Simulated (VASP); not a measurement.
Set up this calculation in VASP 6.6.1, as the native input.

```
Task                   : single point
Functional             : PBE
Potentials or basis    : VASP PAW PBE potentials, release 64 (K_sv, Cl)
Cutoff                 : 520 eV
k mesh                 : 6 × 6 × 8
Occupations            : gaussian, width 0.1 eV
Spin                   : no spin polarisation
Dipole correction      : no
Further INCAR settings : ALGO = Normal; EDIFF = 1e-06; NBANDS = 38
```

The structure of K4Cl3 lies in POSCAR:

```
K4Cl3
1.0
    9.6620028658      0.0000000000      0.0000000000
   -4.8310014329      8.3675399332      0.0000000000
    0.0000000000      0.0000000000      4.6142559180
K Cl
4 3
Direct
    0.1713133068      0.8286866932      0.5000000000
    0.1713133068      0.3426266136      0.5000000000
    0.6573733864      0.8286866932      0.5000000000
    0.6666666667      0.3333333333      0.0000000000
    0.8149557455      0.1850442545      0.5000000000
    0.8149557455      0.6299114911      0.5000000000
    0.3700885089      0.1850442545      0.5000000000
```

One way to write it, as run:

INCAR

```
SYSTEM = K4Cl3
PREC     = Accurate       ! precision mode
ENCUT    = 520            ! plane-wave cutoff, eV
EDIFF    = 1E-6           ! SCF threshold, eV
ISMEAR   = 0              ! smearing method
SIGMA    = 0.1            ! smearing width, eV
LREAL    = .FALSE.        ! projectors in reciprocal space
LASPH    = .TRUE.         ! aspherical terms in the spheres
NELM     = 100            ! most SCF steps
ALGO     = Normal         ! electronic algorithm
ISIF     = 2              ! what is computed and relaxed
LWAVE    = .FALSE.        ! write WAVECAR
LCHARG   = .TRUE.         ! write CHGCAR
GGA      = PE             ! functional
LELF     = .TRUE.         ! ELF
LVHAR    = .TRUE.       
NBANDS   = 38             ! bands
```

KPOINTS

```
regular mesh
0
G
  6 6 8
  0 0 0
```

Potentials or basis: VASP PAW PBE potentials, release 64 (K_sv, Cl).

Run with:

```console
$ cat potpaw_PBE.64/K_sv/POTCAR potpaw_PBE.64/Cl/POTCAR > POTCAR
$ mpirun -np 1 vasp_std > vasp.out
```

It gave:

* Pressure: -0.5 GPa
* Largest force: 0.011 eV/Å
* Band gap on the k mesh: zero (an odd number of electrons rules out a gap without spin polarisation)

Caveat: an odd number of electrons without spin polarisation forces a metal; a magnetic or distorted state may lie lower.

Wall time 8.9 min on 1 thread of AMD EPYC 7R13 Processor (Zen 3), with other jobs on the host, peak memory 0.65 GiB.
